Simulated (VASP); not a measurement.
# AlOs in VASP: notebook

Runs on AlOs. Level: LDA. Tasks: single point.

Everything below comes from runs of VASP 6.6.1. Logs are shortened: lines on timing, memory, paths and dates and some standing lists are left out, and cuts for length are marked.

### 1 The cell of the first run

The cell holds a slab with vacuum, 4 atoms: a = 2.998 Å, b = 2.998 Å, c = 17.497 Å, α = 90.00°, β = 90.00°, γ = 90.00°.

### 2 Single point, LDA

INCAR

```
  PREC = Accurate
  ENCUT = 520
  EDIFF = 1E-6
  ISMEAR = 1
  SIGMA = 0.2
  LREAL = False
  LASPH = True
  NELM = 120
  ALGO = Normal
  ISIF = 2
  LWAVE = False
  LCHARG = False
  LDIPOL = True
  IDIPOL = 3
  DIPOL = 0.5 0.5 0.500
  NBANDS = 19
  GGA_COMPAT = False
  NELMDL = -8
```

KPOINTS

```
Automatic mesh
0
Gamma
  6 6 1
```

POSCAR

```
AlOs
1.0
    2.9979119800      0.0000000000      0.0000000000
    0.0000000000      2.9979119800      0.0000000000
    0.0000000000      0.0000000000     17.4968679700
Al Os
2 2
Direct
    0.0000000000      0.0000000000      0.3714950591
    0.0000000000      0.0000000000      0.5428349803
    0.5000000000      0.5000000000      0.4571650197
    0.5000000000      0.5000000000      0.6285049409
```

Potentials or basis: VASP PAW LDA potentials, release 64 (Al, Os).

The run is started by

```sh
$ cat potpaw_LDA.64/Al/POTCAR potpaw_LDA.64/Os/POTCAR > POTCAR
$ mpirun -np 1 vasp_std > vasp.out
```

OUTCAR:

```text
PREC = Accurate
   ENCUT = 520
   EDIFF = 1E-6
   ISMEAR = 1
   LREAL = False
   LASPH = True
   NELM = 120
   ISIF = 2
   NELMDL = -8

 ion  position               nearest neighbor table
   1  0.000  0.000  0.371-   3 2.60   3 2.60   3 2.60   3 2.60   2 3.00
   2  0.000  0.000  0.543-   3 2.60   4 2.60   3 2.60   4 2.60   3 2.60   4 2.60   3 2.60   4 2.60
                             1 3.00
   3  0.500  0.500  0.457-   1 2.60   2 2.60   1 2.60   2 2.60   1 2.60   2 2.60   1 2.60   2 2.60
                             4 3.00
   4  0.500  0.500  0.629-   2 2.60   2 2.60   2 2.60   2 2.60   3 3.00

  LATTYP: Found a simple tetragonal cell.
 ALAT       =     2.9979119800
 C/A-ratio  =     5.8363514629

  Lattice vectors:

 A1 = (   2.9979119800,   0.0000000000,   0.0000000000)
 A2 = (   0.0000000000,   2.9979119800,   0.0000000000)
 A3 = (   0.0000000000,   0.0000000000,  17.4968679700)

Analysis of symmetry for initial positions (statically):
=====================================================================
 Subroutine PRICEL returns:
 Original cell was already a primitive cell.

 Routine SETGRP: Setting up the symmetry group for a
 simple tetragonal supercell.

 Subroutine GETGRP returns: Found  8 space group operations
 (whereof  8 operations were pure point group operations)
 out of a pool of 16 trial point group operations.

The static configuration has the point symmetry C_4v.

Analysis of symmetry for dynamics (positions and initial velocities):
=====================================================================
 Subroutine PRICEL returns:
 Original cell was already a primitive cell.

 Routine SETGRP: Setting up the symmetry group for a
 simple tetragonal supercell.

 Subroutine GETGRP returns: Found  8 space group operations
 (whereof  8 operations were pure point group operations)
 out of a pool of 16 trial point group operations.

The dynamic configuration has the point symmetry C_4v.

 Subroutine INISYM returns: Found  8 space group operations
 (whereof  8 operations are pure point group operations),
 and found     1 'primitive' translations

----------------------------------------------------------------------------------------

                                     Primitive cell

  volume of cell :     157.2527

  direct lattice vectors                    reciprocal lattice vectors
     2.997911980  0.000000000  0.000000000     0.333565497  0.000000000  0.000000000
     0.000000000  2.997911980  0.000000000     0.000000000  0.333565497  0.000000000
     0.000000000  0.000000000 17.496867970     0.000000000  0.000000000  0.057153086

  length of vectors
     2.997911980  2.997911980 17.496867970     0.333565497  0.333565497  0.057153086
[... 82 lines left out ...]
   NUPDOWN=      -1.0000    fix difference up-down
   EMIN   =  10.00;   EMAX   =-10.00  energy-range for DOS
   EFERMI =   0.00;   METHOD = LEGACY
   ISMEAR =     1;   SIGMA  =   0.20  broadening in eV -4-tet -1-fermi 0-gaus
   EFERMI_NEDOS =   21; number of points for ismear=-14 and -15
   IALGO  =     38    algorithm
   IMIX   =      4    mixing-type and parameters
     AMIX     =   0.40;   BMIX     =  1.00
     AMIX_MAG =   1.60;   BMIX_MAG =  1.00
  volume/ion in A,a.u.               =      39.31       265.30
  Fermi-wavevector in a.u.,A,eV,Ry     =   0.849865  1.606011  9.827076  0.722270
  Thomas-Fermi vector in A             =   1.965752
   LORBIT       =      0    0 simple, 1 ext, 2 COOP (PROOUT), +10 PAW based schemes
   GGA     = CA    functional components
   LHFCALC =     F    Hartree Fock is set to
   AEXX    =    0.0000 exact exchange contribution
   IVDW    =     0    specifies the selected vdW correction
   LEPSILON=     F    determine dielectric tensor
   LRPA    =     F    only Hartree local field effects (RPA)
 non-spin polarized calculation
 Methfessel and Paxton  Order N= 1 SIGMA  =   0.20
  energy-cutoff  :      520.00
  volume of cell :      157.25
 maximum number of plane-waves:      4265
 NGX is ok and might be reduce to    24
   NGX = 11   NGY = 11   NGZ = 65

 dipolmoment           0.000000      0.000000     -0.049465 electrons x Angstroem

 number of electron      22.0000002 magnetization

 dipolmoment           0.000000      0.000000      0.083189 electrons x Angstroem

 Free energy of the ion-electron system (eV)
  ---------------------------------------------------
  ext. energy  EPLUGINS =         0.00000000
  ---------------------------------------------------
  free energy    TOTEN  =       -31.05057574 eV

  energy without entropy =      -31.04914781  energy(sigma->0) =      -31.05009976

 E-fermi :   0.3513     XC(G=0):  -5.7707

 val. band max:        0.3253281552   @ k =   0.3333   0.3333   0.0000
 cond. band min:       0.4305611596   @ k =   0.5000   0.3333   0.0000
 fundamental gap:      0.1052330044
 Fermi energy:         0.3512841522

 k-point     1 :       0.0000    0.0000    0.0000
  band No.  band energies     occupation
      1      -9.7411      2.00000
      2      -7.2921      2.00000
      3      -4.9812      2.00000
      4      -3.5653      2.00000
      5      -3.3405      2.00000
      6      -2.6147      2.00000
[... 197 lines left out ...]
      6      -2.2483      2.00000
[... 11 lines left out ...]
     18       5.3106      0.00000
     19       5.3106      0.00000

------------------------ aborting loop because EDIFF is reached ----------------------------------------

 vacuum level on the upper side and lower side of the slab       (xc-potential included)         0.594        -1.053

  FORCE on cell =-STRESS in cart. coord.  units (eV):
  Direction    XX          YY          ZZ          XY          YZ          ZX
  --------------------------------------------------------------------------------------
  -------------------------------------------------------------------------------------
  Total       -6.5639012     -6.5639012     -5.4766287      0.0000000      0.0000000      0.0000000
  in kB      -66.8766557    -66.8766557    -55.7989221      0.0000000      0.0000000      0.0000000
  external PRESSURE =     -63.1840778 kB  Pullay stress =       0.0000000 kB

 VOLUME and BASIS-vectors are now :
 -----------------------------------------------------------------------------
  energy-cutoff  :      520.00
  volume of cell :      157.25
      direct lattice vectors                 reciprocal lattice vectors
     2.997911980  0.000000000  0.000000000     0.333565497  0.000000000  0.000000000
     0.000000000  2.997911980  0.000000000     0.000000000  0.333565497  0.000000000
     0.000000000  0.000000000 17.496867970     0.000000000  0.000000000  0.057153086

 POSITION                                       TOTAL-FORCE (eV/Angst)
 -----------------------------------------------------------------------------------
      0.00000      0.00000      6.50000         0.000000      0.000000      1.621980
      0.00000      0.00000      9.49791         0.000000      0.000000      0.648880
      1.49896      1.49896      7.99896         0.000000     -0.000000     -0.942057
      1.49896      1.49896     10.99687         0.000000      0.000000     -1.328804
 -----------------------------------------------------------------------------------
    total drift:                                0.000000     -0.000000      0.000402

  FREE ENERGIE OF THE ION-ELECTRON SYSTEM (eV)
  ---------------------------------------------------
  free  energy   TOTEN  =       -31.0505757388 eV

  energy  without entropy=      -31.0491478118  energy(sigma->0) =      -31.05009976

 vacuum level on the upper side and lower side of the slab         5.373         3.663
```

OSZICAR:

```text
N       E                     dE             d eps       ncg     rms          rms(c)
DAV:   1     0.107943151344E+03    0.10794E+03   -0.81671E+03   380   0.911E+02
DAV:   2    -0.237149085691E+02   -0.13166E+03   -0.12247E+03   515   0.228E+02
DAV:   3    -0.340771628680E+02   -0.10362E+02   -0.10121E+02   474   0.576E+01
[... 21 lines left out ...]
DAV:  25    -0.310505328641E+02   -0.56610E-04   -0.15299E-05   402   0.140E-02    0.634E-03
DAV:  26    -0.310505659682E+02   -0.33104E-04   -0.13819E-05   429   0.114E-02    0.346E-03
DAV:  27    -0.310505732981E+02   -0.73299E-05   -0.12463E-06   362   0.558E-03    0.216E-03
DAV:  28    -0.310505752537E+02   -0.19556E-05   -0.18585E-07   318   0.212E-03    0.214E-03
DAV:  29    -0.310505757388E+02   -0.48508E-06   -0.22757E-07   283   0.195E-03
   1 F= -.31050576E+02 E0= -.31050100E+02  d E =-.142793E-02
```

stdout:

```text
POSCAR found type information on POSCAR AlOs
 POSCAR found :  2 types and       4 ions
 scaLAPACK will be used
 LDA part: xc-table for (Slater(with rela. corr.)+CA(PZ))
 , standard interpolation
 POSCAR, INCAR and KPOINTS ok, starting setup
 FFT: planning ... GRIDC
 FFT: planning ... GRID_SOFT
 FFT: planning ... GRID
 WAVECAR not read
 entering main loop
```

Wall time 2.2 min (1 thread of Intel Xeon 8259CL, shared host); peak memory 0.19 GiB.

What came out:

* Free energy: -31.0506 eV
* Largest force: 1.622 eV/Å
* Band gap on the k mesh: zero (bands 11 and 12 overlap by 1.50 eV)

Forces in eV/Å, atoms in the order of the input:
```
Al   0.000  0.000  1.622
Al   0.000  0.000  0.649
Os   0.000  0.000 -0.942
Os   0.000  0.000 -1.329
```

Levels at points of the mesh, in eV from the Fermi level:
| k point | band 9 | band 10 | band 11 | band 12 | band 13 | band 14 |
| --- | --- | --- | --- | --- | --- | --- |
| (0.00, 0.00, 0.00) | -0.36 | -0.06 | 0.10 | 0.10 | 0.49 | 1.10 |
| (0.50, 0.00, 0.00) | -0.80 | -0.67 | -0.18 | 0.15 | 0.45 | 1.19 |
| (0.50, 0.50, 0.00) | 0.11 | 0.19 | 1.28 | 2.12 | 2.47 | 3.53 |

Caveat: spin-orbit coupling is left out, which moves the levels of the heavy elements.

### 3 Single point, LDA

This run uses another cell than the first one.

INCAR

```
PREC     = Accurate       # precision mode
ENCUT    = 520            # plane-wave cutoff, eV
EDIFF    = 1E-6           # SCF threshold, eV
ISMEAR   = 1              # smearing method
SIGMA    = 0.2            # smearing width, eV
LREAL    = False          # projectors in reciprocal space
LASPH    = True           # aspherical terms in the spheres
NELM     = 120            # most SCF steps
ALGO     = Normal         # electronic algorithm
ISIF     = 2              # what is computed and relaxed
LWAVE    = False          # write WAVECAR
LCHARG   = False          # write CHGCAR
LDIPOL   = True         
IDIPOL   = 3            
DIPOL    = 0.5 0.5 0.500
GGA      = CA             # functional
NBANDS   = 19             # bands
GGA_COMPAT= False        
NELMDL   = -8
```

KPOINTS

```
regular mesh
0
Gamma
  6 6 1
```

POSCAR

```
AlOs
1.0
    2.9979119800      0.0000000000      0.0000000000
    0.0000000000      2.9979119800      0.0000000000
    0.0000000000      0.0000000000     20.4968679700
Al Os
2 2
Direct
    0.0000000000      0.0000000000      0.3903035338
    0.0000000000      0.0000000000      0.5365654887
    0.5000000000      0.5000000000      0.4634345113
    0.5000000000      0.5000000000      0.6096964662
```

Potentials or basis: VASP PAW LDA potentials, release 64 (Al, Os).

The run is started by

```sh
$ cat potpaw_LDA.64/Al/POTCAR potpaw_LDA.64/Os/POTCAR > POTCAR
$ mpirun -np 1 vasp_std > vasp.out
```

Wall time 3.4 min (1 thread of Intel Xeon 8259CL, shared host); peak memory 0.21 GiB.

Results (log left out):

```
Free energy            : -31.0506 eV
Largest force          : 1.622 eV/Å
Band gap on the k mesh : zero (bands 11 and 12 overlap by 1.50 eV)
```

Forces on the atoms (eV/Å):
```
Al   0.000  0.000  1.622
Al   0.000  0.000  0.649
Os   0.000  0.000 -0.942
Os   0.000  0.000 -1.328
```

Levels at points of the mesh, in eV from the Fermi level:
| k point | band 9 | band 10 | band 11 | band 12 | band 13 | band 14 |
| --- | --- | --- | --- | --- | --- | --- |
| (0.00, 0.00, 0.00) | -0.36 | -0.06 | 0.10 | 0.10 | 0.49 | 1.10 |
| (0.50, 0.00, 0.00) | -0.80 | -0.67 | -0.18 | 0.15 | 0.45 | 1.19 |
| (0.50, 0.50, 0.00) | 0.11 | 0.19 | 1.28 | 2.12 | 2.47 | 3.53 |

Caveat: spin-orbit coupling is left out, which moves the levels of the heavy elements.

The gap in the log of VASP goes by the Fermi energy; the results here count the filled bands.